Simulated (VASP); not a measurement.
Set up this calculation in VASP 6.6.1, as the native input.

```yaml
Task: single point
Functional: PBE
Potentials_or_basis: VASP PAW PBE potentials, release 64 (Mg, Te)
Cutoff: 600 eV
k_mesh: 3 × 3 × 3
Occupations: gaussian, width 0.2 eV
Spin: no spin polarisation
Dipole_correction: no
Further_INCAR_settings: ALGO = Normal; EDIFF = 1e-06; NBANDS = 20
```

The structure of Mg5Te2 lies in POSCAR:

```
Mg5Te2
1.0
    5.2136792671      0.0000000000      0.0000000000
    0.0000000000      5.2136792671      0.0000000000
    0.0000000000      0.0000000000      7.8324049517
Mg Te
5 2
Direct
    0.0000000000      0.5000000000      0.0000000000
    0.5000000000      0.0000000000      0.0000000000
    0.0000000000      0.5000000000      0.5000000000
    0.5000000000      0.0000000000      0.5000000000
    0.0000000000      0.0000000000      0.0000000000
    0.5000000000      0.5000000000      0.2662665243
    0.5000000000      0.5000000000      0.7337334757
```

These files were run (other wordings do the same):

INCAR

```
ALGO = Normal ; EDIFF = 1E-6
ENCUT = 600 ; GGA = PE
GGA_COMPAT = False ; ISIF = 2
ISMEAR = 0 ; LASPH = True
LCHARG = False ; LREAL = False
LWAVE = False ; NBANDS = 20
NELM = 120 ; PREC = Accurate
SIGMA = 0.2
```

KPOINTS

```
k-points
0
Gamma
  3 3 3
```

Potentials or basis: VASP PAW PBE potentials, release 64 (Mg, Te).

Run with:

```console
$ cat potpaw_PBE.64/Mg/POTCAR potpaw_PBE.64/Te/POTCAR > POTCAR
$ mpirun -np 1 vasp_std > vasp.out
```

Results of the run:

- Pressure: 0.0 GPa
- Largest force: 0.028 eV/Å
- Band gap on the k mesh: zero (band 11 reaches 3.32 eV, above the bottom of band 12 at 3.03 eV)

Caveat: the k points lie up to 0.40 Å⁻¹ apart; spin-orbit coupling is left out, which moves the levels of the heavy elements.

Run time: 74 s on 1 thread of Intel Xeon 8259CL (shared host), peak memory 0.32 GiB.
